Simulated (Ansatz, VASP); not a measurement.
**One calculation of SiNi, two programs**

```
Ni Si
1.0
     2.94277    0.00000    0.00000
     0.00000    3.28033    0.00000
     0.00000    0.00000    4.67745
Ni Si
2 2
Direct
  0.50000 0.50000 0.34250
  0.00000 0.00000 0.65750
  0.50000 0.50000 0.84314
  0.00000 0.00000 0.15686
```

Alike in both runs: task single point; functional PBE; k mesh 8 × 7 × 5; occupations fermi-dirac, width 0.05 eV; collinear spin; fixed moment 2.5 μB.

```csv
,VASP,Ansatz
version,VASP 6.6.1,Ansatz 0.2.0
potentials or method,"VASP PAW PBE potentials, release 64 (Ni, Si)",Ansatz PAW
plane-wave cutoff (eV),520,420
valence electrons in the cell,28,44
```

Ansatz gave:

- pressure (GPa): 18.0
- traceless stress, the component that is largest in VASP (GPa): -3.82
- rms of the force components (eV/Å): 0.285
- net moment per atom (μB): 0.63
- size of the moment on the site where the two differ most (μB): 0.80

Question: Estimate VASP's values.

Answer: Pressure (GPa): 18.0; traceless stress, the component that is largest in VASP (GPa): -3.63; rms of the force components (eV/Å): 0.287; net moment per atom (μB): 0.63; size of the moment on the site where the two differ most (μB): 0.83.

Site moments also hang on the region over which each program counts them. Atom by atom the forces differ by 0.005 eV/Å (rms over components). The functional is the same, so the differences come from potentials, cutoffs and numerics. VASP's potentials hold 28 valence electrons a cell and Ansatz's 44, so a difference there can come from the potentials and not from the codes.
